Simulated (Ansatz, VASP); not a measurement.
Two plane-wave programs on Ru

File INCAR:

```
SYSTEM = Ru
PREC = Accurate
ENCUT = 520
EDIFF = 1E-7
ISMEAR = 0
SIGMA = 0.15
LREAL = .False.
LASPH = .True.
NELM = 100
ALGO = Normal
ISIF = 2
LWAVE = .False.
LCHARG = .False.
GGA = PE
NBANDS = 13
```

The input KPOINTS:

```
regular mesh
0
Gamma
  20 20 20
  0 0 0
```

The input POSCAR:

```
Ru
1.0
    0.1000169121      1.8598382934      1.8598382934
    1.8598382934      0.1000169121      1.8598382934
    1.8598382934      1.8598382934      0.1000169121
Ru
1
Direct
    0.0000000000      0.0000000000      0.0000000000
```

Input for Ansatz:

```yaml
crystal:
  lattice:
    - [0.1000169121, 1.8598382934, 1.8598382934]
    - [1.8598382934, 0.1000169121, 1.8598382934]
    - [1.8598382934, 1.8598382934, 0.1000169121]
  atoms:
    - { symbol: Ru, position: [0.0, 0.0, 0.0] }
basis:
  ecutwfc: 420
kpoints:
  mp_grid: { grid: [20, 20, 20] }
hamiltonian:
  xc: pbe
scf:
  occupations: { method: gaussian, width: 0.15 }
output:
  forces: true
  stress: true
  eigenvalues: true
```

Change from the starting cell: equal engineering shear yz, xz and xy +0.0525, equal normal strain along x, y and z -0.0500.

Alike in both runs: task single point; functional PBE; k mesh 20 × 20 × 20; occupations gaussian, width 0.15 eV; no spin polarisation.

```csv
,VASP,Ansatz
version,VASP 6.6.1,Ansatz 0.2.0
potentials or method,"VASP PAW PBE potentials, release 64 (Ru_pv), cutoff 520 eV","scalar-relativistic, plane waves, PAW"
valence electrons in the cell,14,16
```

```csv
,VASP,Ansatz,Ansatz less VASP
gap on the k mesh at the Fermi level (eV),none,none,-
pressure (GPa),74.0,73.7,-0.35
"traceless stress, the component that is largest in VASP (GPa)",-21.98,-21.90,+0.082
```

A gap of «none» marks a metal or a gap that the smearing closes. Both programs put the cell under a high pressure, so it lies far from rest at this level. The functional is the same, so the differences come from potentials, cutoffs and numerics. VASP's potentials hold 14 valence electrons a cell and Ansatz's 16, so a difference there can come from the potentials and not from the codes.

Noted on VASP's run: the cell as given lies far from equilibrium.
